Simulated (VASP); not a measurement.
# GaAs (I-4m2) in VASP: a series of runs

Runs on GaAs. Level: PBEsol. Tasks: single point.

Program: VASP 6.6.1. These are calculated values, not measurements. Logs are shortened: lines on timing, memory, paths and dates and some standing lists are left out, and cuts for length are marked.

## Step 1: The cell of the first run

The structure is tetragonal, space group I-4m2 (No. 119). The conventional cell has a = 3.845 Å, b = 3.845 Å, c = 5.848 Å, α = 90.00°, β = 90.00°, γ = 90.00°. Ga (site symmetry -4m2) has 4 As at 2.42 Å within 3.2 Å. As (site symmetry -4m2) has 4 Ga at 2.42 Å within 3.2 Å.

## Step 2: Single point, PBEsol (strained cell)

INCAR reads:

```
SYSTEM = GaAs
PREC = Accurate
ENCUT = 500
EDIFF = 1E-6
ISMEAR = 0
SIGMA = 0.02
LREAL = .False.
LASPH = .True.
NELM = 120
ALGO = Normal
ISIF = 2
LWAVE = .False.
LCHARG = .True.
GGA = PS
LELF = .True.
LVHAR = .True.
NBANDS = 16
GGA_COMPAT = .False.
```

KPOINTS reads:

```
Automatic mesh
0
Gamma
  10 10 10
  0 0 0
```

POSCAR reads:

```
GaAs
1.0
    0.0000000000      2.7191670983      2.9237807509
    2.7191670983      0.0000000000      2.9237807509
    2.7191670983      2.7191670983      0.0000000000
Ga As
1 1
Direct
    0.0000000000      0.0000000000      0.0000000000
    0.2500000000      0.2500000000      0.2500000000
```

Potentials or basis: VASP PAW PBE potentials, release 64 (Ga_d, As).

Command:

```sh
cat potpaw_PBE.64/Ga_d/POTCAR potpaw_PBE.64/As/POTCAR > POTCAR
mpirun -np 1 vasp_std > vasp.out
```

OUTCAR:

```text
SYSTEM = GaAs
   PREC = Accurate
   ENCUT = 500
   EDIFF = 1E-6
   ISMEAR = 0
   LREAL = .False.
   LASPH = .True.
   NELM = 120
   ISIF = 2
   GGA = PS

 ion  position               nearest neighbor table
   1  0.000  0.000  0.000-   2 2.42   2 2.42   2 2.42   2 2.42
   2  0.250  0.250  0.250-   1 2.42   1 2.42   1 2.42   1 2.42

  LATTYP: Found a body centered tetragonal cell.
 ALAT       =     3.8454829888
 C/A-ratio  =     1.5206312234

  Lattice vectors:

 A1 = (  -2.7191670983,   0.0000000000,   2.9237807509)
 A2 = (   2.7191670983,   0.0000000000,   2.9237807509)
 A3 = (   0.0000000000,   2.7191670983,  -2.9237807509)

Analysis of symmetry for initial positions (statically):
=====================================================================
 Subroutine PRICEL returns:
 Original cell was already a primitive cell.

 Routine SETGRP: Setting up the symmetry group for a
 body centered tetragonal supercell.

 Subroutine GETGRP returns: Found  8 space group operations
 (whereof  8 operations were pure point group operations)
 out of a pool of 16 trial point group operations.

The static configuration has the point symmetry D_2d.

Analysis of symmetry for dynamics (positions and initial velocities):
=====================================================================
 Subroutine PRICEL returns:
 Original cell was already a primitive cell.

 Routine SETGRP: Setting up the symmetry group for a
 body centered tetragonal supercell.

 Subroutine GETGRP returns: Found  8 space group operations
 (whereof  8 operations were pure point group operations)
 out of a pool of 16 trial point group operations.

The dynamic configuration has the point symmetry D_2d.

 Subroutine INISYM returns: Found  8 space group operations
 (whereof  8 operations are pure point group operations),
 and found     1 'primitive' translations

----------------------------------------------------------------------------------------

                                     Primitive cell

  volume of cell :      43.2361

  direct lattice vectors                    reciprocal lattice vectors
     0.000000000  2.719167098  2.923780751    -0.183879836  0.183879836  0.171011455
     2.719167098  0.000000000  2.923780751     0.183879836 -0.183879836  0.171011455
     2.719167098  2.719167098  0.000000000     0.183879836  0.183879836 -0.171011455

  length of vectors
     3.992788949  3.992788949  3.845482989     0.311237057  0.311237057  0.311237057

  position of ions in fractional coordinates (direct lattice)
     0.000000000  0.000000000  0.000000000
     0.250000000  0.250000000  0.250000000

  ion indices of the primitive-cell ions
   primitive index   ion index
                 1           1
                 2           2

----------------------------------------------------------------------------------------

 KPOINTS: Automatic mesh

Automatic generation of k-mesh.
 Grid dimensions read from file:
 generate k-points for:   10   10   10

 Generating k-lattice:

  Cartesian coordinates                     Fractional coordinates (reciprocal lattice)
    -0.018387984  0.018387984  0.017101145     0.100000000  0.000000000  0.000000000
     0.018387984 -0.018387984  0.017101145     0.000000000  0.100000000  0.000000000
     0.018387984  0.018387984 -0.017101145     0.000000000  0.000000000  0.100000000

  Length of vectors
     0.031123706  0.031123706  0.031123706

  Shift w.r.t. Gamma in fractional coordinates (k-lattice)
     0.000000000  0.000000000  0.000000000

 Subroutine IBZKPT returns following result:
 ===========================================

 Found    102 irreducible k-points:

 Following reciprocal coordinates:
            Coordinates               Weight
  0.000000  0.000000  0.000000      1.000000
  0.100000 -0.000000  0.000000      8.000000
  0.200000 -0.000000  0.000000      8.000000
  0.300000 -0.000000  0.000000      8.000000
  0.400000 -0.000000  0.000000      8.000000
  0.500000 -0.000000  0.000000      4.000000
[... 16 lines left out ...]
  0.300000  0.300000  0.000000      2.000000
  0.400000  0.300000  0.000000      8.000000
 [... further k-points ...]
   k-points           NKPTS =    102   k-points in BZ     NKDIM =    102   number of bands    NBANDS=     16
   number of dos      NEDOS =    301   number of ions     NIONS =      2
   total plane-waves  NPLWV =  25200
   dimension x,y,z NGX =    30 NGY =   30 NGZ =   28
   dimension x,y,z NGXF=    60 NGYF=   60 NGZF=   56
   ions per type =               1   1
   NGX,Y,Z   is equivalent  to a cutoff of  12.49, 12.49, 12.10 a.u.
   NGXF,Y,Z  is equivalent  to a cutoff of  24.98, 24.98, 24.21 a.u.
 SYSTEM =  GaAs
   PREC   = accura    normal or accurate (medium, high low for compatibility)
   ISTART =      0    job   : 0-new  1-cont  2-samecut
   ICHARG =      2    charge: 1-file 2-atom 10-const
   ISPIN  =      1    spin polarized calculation?
   LNONCOLLINEAR =      F non collinear calculations
   LSORBIT =      F    spin-orbit coupling
   LASPH  =      T    aspherical Exc in radial PAW
   ENCUT  =  500.0 eV  36.75 Ry    6.06 a.u.   7.28  7.28  7.01*2*pi/ulx,y,z
   NELM   =    120;   NELMIN=  2; NELMDL= -5     # of ELM steps
   EDIFF  = 0.1E-05   stopping-criterion for ELM
   LREAL  =      F    real-space projection
   EDIFFG = 0.1E-04   stopping-criterion for IOM
   NSW    =      0    number of steps for IOM
   IBRION =     -1    ionic relax: 0-MD 1-quasi-New 2-CG
   NFREE  =      0    steps in history (QN), initial steepest desc. (CG)
   ISIF   =      2    stress and relaxation
   ISYM   =      2    0-nonsym 1-usesym 2-fastsym
   POTIM  = 0.5000    time-step for ionic-motion
   TEBEG  =    0.0;   TEEND  =   0.0 temperature during run
   PSTRESS=    0.0 pullay stress
   NELECT =      18.0000    total number of electrons
   NUPDOWN=      -1.0000    fix difference up-down
   EMIN   =  10.00;   EMAX   =-10.00  energy-range for DOS
   EFERMI =   0.00;   METHOD = LEGACY
   ISMEAR =     0;   SIGMA  =   0.02  broadening in eV -4-tet -1-fermi 0-gaus
   EFERMI_NEDOS =   21; number of points for ismear=-14 and -15
   IALGO  =     38    algorithm
   IMIX   =      4    mixing-type and parameters
     AMIX     =   0.40;   BMIX     =  1.00
     AMIX_MAG =   1.60;   BMIX_MAG =  1.00
  volume/ion in A,a.u.               =      21.62       145.89
  Fermi-wavevector in a.u.,A,eV,Ry     =   1.222410  2.310019 20.330990  1.494286
  Thomas-Fermi vector in A             =   2.357558
   LORBIT       =      0    0 simple, 1 ext, 2 COOP (PROOUT), +10 PAW based schemes
   GGA     = PS    functional components
   LHFCALC =     F    Hartree Fock is set to
   AEXX    =    0.0000 exact exchange contribution
   IVDW    =     0    specifies the selected vdW correction
   LEPSILON=     F    determine dielectric tensor
   LRPA    =     F    only Hartree local field effects (RPA)
 non-spin polarized calculation
 Gauss-broadening in eV      SIGMA  =   0.02
  energy-cutoff  :      500.00
  volume of cell :       43.24
 maximum number of plane-waves:      1116
 NGX is ok and might be reduce to    30
   NGX = 15   NGY = 15   NGZ = 13

 number of electron      18.0000005 magnetization

 Free energy of the ion-electron system (eV)
  ---------------------------------------------------
  ext. energy  EPLUGINS =         0.00000000
  ---------------------------------------------------
  free energy    TOTEN  =        -9.03504847 eV

  energy without entropy =       -9.03504847  energy(sigma->0) =       -9.03504847

 E-fermi :   4.4941     XC(G=0):  -9.9764

 val. band max:        4.3869428056   @ k =   0.0000   0.0000   0.0000
 cond. band min:       4.9719550002   @ k =   0.0000   0.0000   0.0000
 fundamental gap:      0.5850121946
 Fermi energy:         4.4940689438

 k-point     1 :       0.0000    0.0000    0.0000
  band No.  band energies     occupation
      1     -10.6490      2.00000
      2     -10.6302      2.00000
      3     -10.6302      2.00000
      4     -10.5504      2.00000
      5     -10.5444      2.00000
      6      -8.8399      2.00000
[... 8 lines left out ...]
     15      13.5943      0.00000
     16      14.6536      0.00000

 k-point     2 :       0.1000   -0.0000    0.0000
  band No.  band energies     occupation
      1     -10.6528      2.00000
      2     -10.6351      2.00000
      3     -10.6276      2.00000
      4     -10.5510      2.00000
      5     -10.5439      2.00000
      6      -8.7135      2.00000
[... 8 lines left out ...]
     15      13.0435      0.00000
     16      14.2931      0.00000

 k-point     3 :       0.2000   -0.0000    0.0000
  band No.  band energies     occupation
      1     -10.6758      2.00000
      2     -10.6325      2.00000
      3     -10.6212      2.00000
      4     -10.5520      2.00000
      5     -10.5422      2.00000
      6      -8.3508      2.00000
[... 8 lines left out ...]
     15      13.5171      0.00000
     16      13.5473      0.00000

 k-point     4 :       0.3000   -0.0000    0.0000
  band No.  band energies     occupation
      1     -10.7044      2.00000
      2     -10.6261      2.00000
      3     -10.6143      2.00000
      4     -10.5521      2.00000
      5     -10.5389      2.00000
      6      -7.8055      2.00000
[... 8 lines left out ...]
     15      13.6659      0.00000
     16      13.8348      0.00000
[... 324 lines left out ...]
 k-point    22 :      -0.2000    0.2000    0.0000
  band No.  band energies     occupation
      1     -10.7120      2.00000
      2     -10.6212      2.00000
      3     -10.6108      2.00000
      4     -10.5570      2.00000
      5     -10.5385      2.00000
      6      -7.5825      2.00000
[... 8 lines left out ...]
     15      14.7204      0.00000
     16      15.4963      0.00000

 k-point    23 :       0.3000    0.3000    0.0000
  band No.  band energies     occupation
      1     -10.7333      2.00000
      2     -10.5957      2.00000
      3     -10.5957      2.00000
      4     -10.5564      2.00000
      5     -10.5435      2.00000
      6      -7.5610      2.00000
[... 8 lines left out ...]
     15      16.3893      0.00000
     16      16.5147      0.00000

 k-point    24 :       0.4000    0.3000    0.0000
  band No.  band energies     occupation
      1     -10.7452      2.00000
      2     -10.5923      2.00000
      3     -10.5892      2.00000
      4     -10.5578      2.00000
      5     -10.5428      2.00000
      6      -7.1067      2.00000
[... 8 lines left out ...]
     15      16.9188      0.00000
     16      16.9202      0.00000

 [... further k-points ...]

------------------------ aborting loop because EDIFF is reached ----------------------------------------

  FORCE on cell =-STRESS in cart. coord.  units (eV):
  Direction    XX          YY          ZZ          XY          YZ          ZX
  --------------------------------------------------------------------------------------
  -------------------------------------------------------------------------------------
  Total        1.4591468      1.4591468      0.0878035      0.0000000      0.0000000      0.0000000
  in kB       54.0708226     54.0708226      3.2536879      0.0000000      0.0000000      0.0000000
  external PRESSURE =      37.1317777 kB  Pullay stress =       0.0000000 kB

 VOLUME and BASIS-vectors are now :
 -----------------------------------------------------------------------------
  energy-cutoff  :      500.00
  volume of cell :       43.24
      direct lattice vectors                 reciprocal lattice vectors
     0.000000000  2.719167098  2.923780751    -0.183879836  0.183879836  0.171011455
     2.719167098  0.000000000  2.923780751     0.183879836 -0.183879836  0.171011455
     2.719167098  2.719167098  0.000000000     0.183879836  0.183879836 -0.171011455

 POSITION                                       TOTAL-FORCE (eV/Angst)
 -----------------------------------------------------------------------------------
      0.00000      0.00000      0.00000        -0.000000     -0.000000     -0.000000
      1.35958      1.35958      1.46189         0.000000      0.000000      0.000000
 -----------------------------------------------------------------------------------
    total drift:                                0.000002      0.000002      0.000009

  FREE ENERGIE OF THE ION-ELECTRON SYSTEM (eV)
  ---------------------------------------------------
  free  energy   TOTEN  =        -9.0350484698 eV

  energy  without entropy=       -9.0350484698  energy(sigma->0) =       -9.03504847
```

Run time: 2.3 min. Hardware: 1 thread of Intel Xeon 8259CL, shared host; peak memory 0.18 GiB.

Results:

```
Free energy            : -9.0350 eV
Pressure               : 3.7 GPa
Band gap on the k mesh : 0.59 eV
```

Caveat: the cell differs from its parent crystal (strained cell); the stress differs along the axes, from 0 to 5 GPa; semilocal functionals underestimate gaps, and a narrow one can read as zero; the PAW data sets were made with another functional, which shifts forces and pressure a little.

(Part 1 of 2 ends here.)
